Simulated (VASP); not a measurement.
# Mg9O8 (a cell with a defect) in VASP: single point with LDA

Aim: the single point of Mg9O8 (a cell with a defect) with LDA.

Program: VASP 6.6.1. These are calculated values, not measurements. Logs are shortened: lines on timing, memory, paths and dates and some standing lists are left out, and cuts for length are marked.

## (1) The cell of the first run

The cell holds a defect, 17 atoms: a = 5.913 Å, b = 5.913 Å, c = 5.913 Å, α = 60.00°, β = 60.00°, γ = 60.00°.

## (2) Single point, LDA

INCAR reads:

```
PREC = Accurate
ENCUT = 620
EDIFF = 1E-6
ISMEAR = -1
SIGMA = 0.02
LREAL = Auto
LASPH = True
NELM = 120
ALGO = Normal
ISIF = 2
LWAVE = False
LCHARG = False
NBANDS = 83
GGA_COMPAT = False
```

KPOINTS reads:

```
Automatic mesh
0
Gamma
  2 2 2
```

POSCAR reads:

```
Mg9O8
1.0
    0.0000000000      4.1810000000      4.1810000000
    4.1810000000      0.0000000000      4.1810000000
    4.1810000000      4.1810000000      0.0000000000
Mg O
9 8
Direct
    0.0044710175      0.0045055071      0.0085695193
    0.0080083542      0.0075297938      0.5082556777
    0.0232670329      0.4971458644     -0.0021171357
    0.0046738098      0.5079614246      0.5049111265
    0.4973630523      0.0228710734     -0.0022603766
    0.5083223836      0.0045125222      0.5047017231
    0.4501372020      0.4495882271     -0.0495904784
    0.4974889265      0.4971622416      0.5234590777
    0.5893859838      0.5888408172      0.0897135377
    0.2391215048      0.2387891649      0.2649852664
    0.2560074334      0.2556910814      0.7561507482
    0.2382235061      0.7786505363      0.2789839620
    0.2393526987      0.7644840151      0.7393961682
    0.7791070040      0.2379414782      0.2792274262
    0.7647128725      0.2389184810      0.7392713698
    0.7456250824      0.7453205563      0.2459613015
    0.7787097357      0.7785114154      0.7385663865
```

Potentials or basis: VASP PAW LDA potentials, release 64 (Mg_sv, O).

Started as:

```console
$ cat potpaw_LDA.64/Mg_sv/POTCAR potpaw_LDA.64/O/POTCAR > POTCAR
$ mpirun -np 1 vasp_std > vasp.out
```

OUTCAR:

```text
PREC = Accurate
   ENCUT = 620
   EDIFF = 1E-6
   ISMEAR = -1
   LREAL = Auto
   LASPH = True
   NELM = 120
   ISIF = 2

 ion  position               nearest neighbor table
   1  0.004  0.005  0.009-  11 2.10  14 2.12  12 2.12
   2  0.008  0.008  0.508-  14 1.91  12 1.92  17 1.92  10 1.93  15 1.93  13 1.93
   3  0.023  0.497  0.998-  11 2.02  10 2.03  13 2.03  16 2.08  14 2.11  17 2.11   9 2.16   7 2.28

   4  0.005  0.508  0.505-  11 2.10  17 2.12  12 2.12
   5  0.497  0.023  0.998-  11 2.02  10 2.03  15 2.03  16 2.08  12 2.11  17 2.11   9 2.16   7 2.28

   6  0.508  0.005  0.505-  11 2.10  17 2.12  14 2.12
   7  0.450  0.450  0.950-  15 1.87  10 1.87  13 1.87   9 2.02   3 2.28   5 2.28   8 2.28
   8  0.497  0.497  0.523-  11 2.02  15 2.03  13 2.03  16 2.08  14 2.11  12 2.11   9 2.16   7 2.28

   9  0.589  0.589  0.090-  14 1.85  17 1.85  12 1.85   7 2.02   8 2.16   3 2.16   5 2.16
  10  0.239  0.239  0.265-   7 1.87   2 1.93   3 2.03   5 2.03
  11  0.256  0.256  0.756-   5 2.02   8 2.02   3 2.02   4 2.10   6 2.10   1 2.10
  12  0.238  0.779  0.279-   9 1.85   2 1.92   5 2.11   8 2.11   1 2.12   4 2.12
  13  0.239  0.764  0.739-   7 1.87   2 1.93   8 2.03   3 2.03
  14  0.779  0.238  0.279-   9 1.85   2 1.91   3 2.11   8 2.11   1 2.12   6 2.12
  15  0.765  0.239  0.739-   7 1.87   2 1.93   8 2.03   5 2.03
  16  0.746  0.745  0.246-   3 2.08   8 2.08   5 2.08
  17  0.779  0.779  0.739-   9 1.85   2 1.92   5 2.11   3 2.11   4 2.12   6 2.12

  LATTYP: Found a face centered cubic cell.
 ALAT       =     8.3620000000

  Lattice vectors:

 A1 = (   0.0000000000,   4.1810000000,   4.1810000000)
 A2 = (   4.1810000000,   0.0000000000,   4.1810000000)
 A3 = (   4.1810000000,   4.1810000000,   0.0000000000)

Analysis of symmetry for initial positions (statically):
=====================================================================
 Subroutine PRICEL returns:
 Original cell was already a primitive cell.

 Routine SETGRP: Setting up the symmetry group for a
 face centered cubic supercell.

 Subroutine GETGRP returns: Found  1 space group operations
 (whereof  1 operations were pure point group operations)
 out of a pool of 48 trial point group operations.

The static configuration has the point symmetry C_1 .

Analysis of symmetry for dynamics (positions and initial velocities):
=====================================================================
 Subroutine PRICEL returns:
 Original cell was already a primitive cell.

 Routine SETGRP: Setting up the symmetry group for a
 face centered cubic supercell.

 Subroutine GETGRP returns: Found  1 space group operations
 (whereof  1 operations were pure point group operations)
 out of a pool of 48 trial point group operations.

The dynamic configuration has the point symmetry C_1 .

 Subroutine INISYM returns: Found  1 space group operations
 (whereof  1 operations are pure point group operations),
 and found     1 'primitive' translations

----------------------------------------------------------------------------------------

                                     Primitive cell

  volume of cell :     146.1741

  direct lattice vectors                    reciprocal lattice vectors
     0.000000000  4.181000000  4.181000000    -0.119588615  0.119588615  0.119588615
     4.181000000  0.000000000  4.181000000     0.119588615 -0.119588615  0.119588615
     4.181000000  4.181000000  0.000000000     0.119588615  0.119588615 -0.119588615

  length of vectors
     5.912826904  5.912826904  5.912826904     0.207133557  0.207133557  0.207133557

  position of ions in fractional coordinates (direct lattice)
     0.004471018  0.004505507  0.008569519
     0.008008354  0.007529794  0.508255678
     0.023267033  0.497145864  0.997882864
     0.004673810  0.507961425  0.504911126
     0.497363052  0.022871073  0.997739623
     0.508322384  0.004512522  0.504701723
[... 9 lines left out ...]
     0.745625082  0.745320556  0.245961302
     0.778709736  0.778511415  0.738566386

  ion indices of the primitive-cell ions
   primitive index   ion index
                 1           1
                 2           2
                 3           3
                 4           4
                 5           5
                 6           6
[... 9 lines left out ...]
                16          16
                17          17

----------------------------------------------------------------------------------------

 KPOINTS: Automatic mesh

Automatic generation of k-mesh.
 Grid dimensions read from file:
 generate k-points for:    2    2    2

 Generating k-lattice:

  Cartesian coordinates                     Fractional coordinates (reciprocal lattice)
    -0.059794308  0.059794308  0.059794308     0.500000000  0.000000000  0.000000000
     0.059794308 -0.059794308  0.059794308     0.000000000  0.500000000  0.000000000
     0.059794308  0.059794308 -0.059794308     0.000000000  0.000000000  0.500000000

  Length of vectors
     0.103566779  0.103566779  0.103566779

  Shift w.r.t. Gamma in fractional coordinates (k-lattice)
     0.000000000  0.000000000  0.000000000

 Subroutine IBZKPT returns following result:
 ===========================================

 Found      8 irreducible k-points:

 Following reciprocal coordinates:
            Coordinates               Weight
  0.000000  0.000000  0.000000      1.000000
  0.500000  0.000000  0.000000      1.000000
  0.000000  0.500000  0.000000      1.000000
  0.000000  0.000000  0.500000      1.000000
  0.500000  0.500000  0.500000      1.000000
  0.500000  0.500000  0.000000      1.000000
  0.000000  0.500000  0.500000      1.000000
  0.500000  0.000000  0.500000      1.000000
   k-points           NKPTS =      8   k-points in BZ     NKDIM =      8   number of bands    NBANDS=     83
   number of dos      NEDOS =    301   number of ions     NIONS =     17
   total plane-waves  NPLWV = 110592
   dimension x,y,z NGX =    48 NGY =   48 NGZ =   48
   dimension x,y,z NGXF=    96 NGYF=   96 NGZF=   96
   ions per type =               9   8
   NGX,Y,Z   is equivalent  to a cutoff of  13.50, 13.50, 13.50 a.u.
   NGXF,Y,Z  is equivalent  to a cutoff of  26.99, 26.99, 26.99 a.u.
 SYSTEM =  unknown system
   PREC   = accura    normal or accurate (medium, high low for compatibility)
   ISTART =      0    job   : 0-new  1-cont  2-samecut
   ICHARG =      2    charge: 1-file 2-atom 10-const
   ISPIN  =      1    spin polarized calculation?
   LNONCOLLINEAR =      F non collinear calculations
   LSORBIT =      F    spin-orbit coupling
   LASPH  =      T    aspherical Exc in radial PAW
   ENCUT  =  620.0 eV  45.57 Ry    6.75 a.u.  12.00 12.00 12.00*2*pi/ulx,y,z
   NELM   =    120;   NELMIN=  2; NELMDL= -5     # of ELM steps
   EDIFF  = 0.1E-05   stopping-criterion for ELM
   LREAL  =      T    real-space projection
   EDIFFG = 0.1E-04   stopping-criterion for IOM
   NSW    =      0    number of steps for IOM
   IBRION =     -1    ionic relax: 0-MD 1-quasi-New 2-CG
   NFREE  =      0    steps in history (QN), initial steepest desc. (CG)
   ISIF   =      2    stress and relaxation
   ISYM   =      2    0-nonsym 1-usesym 2-fastsym
   POTIM  = 0.5000    time-step for ionic-motion
   TEBEG  =    0.0;   TEEND  =   0.0 temperature during run
   PSTRESS=    0.0 pullay stress
   NELECT =     138.0000    total number of electrons
   NUPDOWN=      -1.0000    fix difference up-down
   EMIN   =  10.00;   EMAX   =-10.00  energy-range for DOS
   EFERMI =   0.00;   METHOD = LEGACY
   ISMEAR =    -1;   SIGMA  =   0.02  broadening in eV -4-tet -1-fermi 0-gaus
   EFERMI_NEDOS =   21; number of points for ismear=-14 and -15
   IALGO  =     38    algorithm
   IMIX   =      4    mixing-type and parameters
     AMIX     =   0.40;   BMIX     =  1.00
     AMIX_MAG =   1.60;   BMIX_MAG =  1.00
  volume/ion in A,a.u.               =       8.60        58.03
  Fermi-wavevector in a.u.,A,eV,Ry     =   1.605996  3.034892 35.092445  2.579222
  Thomas-Fermi vector in A             =   2.702253
   LORBIT       =      0    0 simple, 1 ext, 2 COOP (PROOUT), +10 PAW based schemes
   GGA     = CA    functional components
   LHFCALC =     F    Hartree Fock is set to
   AEXX    =    0.0000 exact exchange contribution
   IVDW    =     0    specifies the selected vdW correction
   LEPSILON=     F    determine dielectric tensor
   LRPA    =     F    only Hartree local field effects (RPA)
 non-spin polarized calculation
  energy-cutoff  :      620.00
  volume of cell :      146.17
 maximum number of plane-waves:      5120
   NGX = 25   NGY = 25   NGZ = 25

 number of electron     137.9999995 magnetization

 Free energy of the ion-electron system (eV)
  ---------------------------------------------------
  ext. energy  EPLUGINS =         0.00000000
  ---------------------------------------------------
  free energy    TOTEN  =       -93.48370351 eV

  energy without entropy =      -93.48364673  energy(sigma->0) =      -93.48367512

 E-fermi :   9.6733     XC(G=0): -12.4052

 val. band max:        9.5028443506   @ k =   0.5000   0.0000   0.5000
 cond. band min:       9.8432509500   @ k =   0.5000   0.0000   0.0000
 fundamental gap:      0.3404065994
 Fermi energy:         9.6732552023

 k-point     1 :       0.0000    0.0000    0.0000
  band No.  band energies     occupation
      1     -68.5685      2.00000
      2     -68.5534      2.00000
      3     -68.5525      2.00000
      4     -68.1011      2.00000
      5     -68.0961      2.00000
      6     -68.0954      2.00000
[... 73 lines left out ...]
     80      15.3148      0.00000
     81      15.7591      0.00000

 k-point     2 :       0.5000    0.0000    0.0000
  band No.  band energies     occupation
      1     -68.5630      2.00000
      2     -68.5586      2.00000
      3     -68.5525      2.00000
      4     -68.0996      2.00000
      5     -68.0969      2.00000
      6     -68.0961      2.00000
[... 73 lines left out ...]
     80      14.7987      0.00000
     81      14.9211      0.00000

 k-point     3 :       0.0000    0.5000    0.0000
  band No.  band energies     occupation
      1     -68.5637      2.00000
      2     -68.5573      2.00000
      3     -68.5531      2.00000
      4     -68.0994      2.00000
      5     -68.0976      2.00000
      6     -68.0957      2.00000
[... 73 lines left out ...]
     80      14.8000      0.00000
     81      14.9561      0.00000

 k-point     4 :       0.0000    0.0000    0.5000
  band No.  band energies     occupation
      1     -68.5636      2.00000
      2     -68.5574      2.00000
      3     -68.5531      2.00000
      4     -68.0991      2.00000
      5     -68.0980      2.00000
      6     -68.0955      2.00000
[... 73 lines left out ...]
     80      14.7974      0.00000
     81      14.9147      0.00000

 k-point     5 :       0.5000    0.5000    0.5000
  band No.  band energies     occupation
      1     -68.5675      2.00000
      2     -68.5533      2.00000
      3     -68.5525      2.00000
      4     -68.1012      2.00000
      5     -68.0961      2.00000
      6     -68.0954      2.00000
[... 73 lines left out ...]
     80      14.3534      0.00000
     81      14.5431      0.00000

 k-point     6 :       0.5000    0.5000    0.0000
  band No.  band energies     occupation
      1     -68.5630      2.00000
      2     -68.5577      2.00000
      3     -68.5531      2.00000
      4     -68.0991      2.00000
      5     -68.0981      2.00000
      6     -68.0955      2.00000
[... 73 lines left out ...]
     80      14.5664      0.00000
     81      14.6378      0.00000

 k-point     7 :       0.0000    0.5000    0.5000
  band No.  band energies     occupation
      1     -68.5623      2.00000
      2     -68.5589      2.00000
      3     -68.5525      2.00000
      4     -68.0996      2.00000
      5     -68.0969      2.00000
      6     -68.0961      2.00000
[... 73 lines left out ...]
     80      14.5914      0.00000
     81      14.6374      0.00000

 k-point     8 :       0.5000    0.0000    0.5000
  band No.  band energies     occupation
      1     -68.5630      2.00000
      2     -68.5576      2.00000
      3     -68.5531      2.00000
      4     -68.0994      2.00000
      5     -68.0976      2.00000
      6     -68.0957      2.00000
[... 73 lines left out ...]
     80      14.5668      0.00000
     81      14.6366      0.00000
 [bands above 81 left out]

------------------------ aborting loop because EDIFF is reached ----------------------------------------

  FORCE on cell =-STRESS in cart. coord.  units (eV):
  Direction    XX          YY          ZZ          XY          YZ          ZX
  --------------------------------------------------------------------------------------
  -------------------------------------------------------------------------------------
  Total       33.8809637     33.9160812     33.8667120      5.2779729      5.2685815      5.2691248
  in kB      371.3606117    371.7455259    371.2044030     57.8505162     57.7475794     57.7535345
  external PRESSURE =     371.4368469 kB  Pullay stress =       0.0000000 kB

 VOLUME and BASIS-vectors are now :
 -----------------------------------------------------------------------------
  energy-cutoff  :      620.00
  volume of cell :      146.17
      direct lattice vectors                 reciprocal lattice vectors
     0.000000000  4.181000000  4.181000000    -0.119588615  0.119588615  0.119588615
     4.181000000  0.000000000  4.181000000     0.119588615 -0.119588615  0.119588615
     4.181000000  4.181000000  0.000000000     0.119588615  0.119588615 -0.119588615

 POSITION                                       TOTAL-FORCE (eV/Angst)
 -----------------------------------------------------------------------------------
      0.05467      0.05452      0.03753         0.001050      0.002991     -0.009538
      2.15650      2.15850      0.06496        -0.006406     -0.004490     -0.013855
      6.25072      4.26943      2.17585         0.025079     -0.032534     -0.025039
      4.23482      2.13057      2.14333         0.002111     -0.012839      0.002537
      4.26717      6.25102      2.17510        -0.028844      0.027807     -0.023300
      2.12902      4.23545      2.14416        -0.010761      0.003712      0.002198
[... 9 lines left out ...]
      4.14455      4.14582      6.23364         0.019326      0.017812      0.023454
      6.34290      6.34373      6.51074        -0.029280     -0.028523      0.020022
 -----------------------------------------------------------------------------------
    total drift:                               -0.002680     -0.001571     -0.001770

  FREE ENERGIE OF THE ION-ELECTRON SYSTEM (eV)
  ---------------------------------------------------
  free  energy   TOTEN  =       -93.4837035068 eV

  energy  without entropy=      -93.4836467276  energy(sigma->0) =      -93.48367512
```

Wall time 3.2 min (1 thread of Intel Xeon Platinum 8259CL at 2.50GHz (Skylake/Cascade Lake), shared host); peak memory 0.29 GiB.

Results:

| Quantity | Value |
| --- | --- |
| Free energy | -93.4837 eV |
| Pressure | 37.1 GPa |
| Largest force | 0.083 eV/Å |
| Band gap on the k mesh | 0.34 eV |

Forces in eV/Å, atoms in the order of the input:
```
Mg   0.001  0.003 -0.010
Mg  -0.006 -0.004 -0.014
Mg   0.025 -0.033 -0.025
Mg   0.002 -0.013  0.003
Mg  -0.029  0.028 -0.023
Mg  -0.011  0.004  0.002
Mg  -0.036 -0.036 -0.032
Mg  -0.019 -0.020  0.026
Mg   0.047  0.049  0.049
O    0.031  0.030 -0.002
O   -0.004 -0.009 -0.010
O    0.011 -0.027 -0.028
O    0.030 -0.002  0.023
O   -0.030  0.007 -0.030
O   -0.002  0.034  0.028
O    0.019  0.018  0.023
O   -0.029 -0.029  0.020
```

Levels at points of the mesh, in eV from the valence-band top:
| k point | band 65 | band 66 | band 67 | band 68 | band 69 | band 70 | band 71 | band 72 | band 73 | band 74 |
| --- | --- | --- | --- | --- | --- | --- | --- | --- | --- | --- |
| (0.00, 0.00, 0.00) | -6.64 | -6.44 | -6.44 | -6.18 | -2.02 | 0.48 | 0.93 | 0.93 | 0.95 | 1.68 |
| (0.50, 0.00, 0.00) | -6.82 | -6.60 | -6.53 | -6.38 | -0.46 | 0.34 | 1.42 | 1.97 | 2.26 | 3.13 |
| (0.00, 0.50, 0.00) | -6.82 | -6.60 | -6.53 | -6.38 | -0.46 | 0.34 | 1.42 | 1.97 | 2.26 | 3.13 |
| (0.00, 0.00, 0.50) | -6.82 | -6.60 | -6.53 | -6.38 | -0.46 | 0.34 | 1.42 | 1.97 | 2.26 | 3.14 |
| (0.50, 0.50, 0.50) | -7.04 | -7.01 | -6.63 | -6.63 | -0.11 | 0.62 | 1.99 | 1.99 | 2.29 | 2.50 |
| (0.50, 0.50, 0.00) | -7.03 | -6.83 | -6.75 | -6.65 | 0.00 | 1.21 | 2.02 | 2.11 | 2.56 | 2.99 |
| (0.00, 0.50, 0.50) | -7.03 | -6.83 | -6.75 | -6.65 | 0.00 | 1.20 | 2.02 | 2.11 | 2.57 | 2.99 |
| (0.50, 0.00, 0.50) | -7.03 | -6.83 | -6.75 | -6.65 | 0.00 | 1.20 | 2.02 | 2.11 | 2.57 | 2.99 |

Caveat: the k points lie up to 0.65 Å⁻¹ apart.
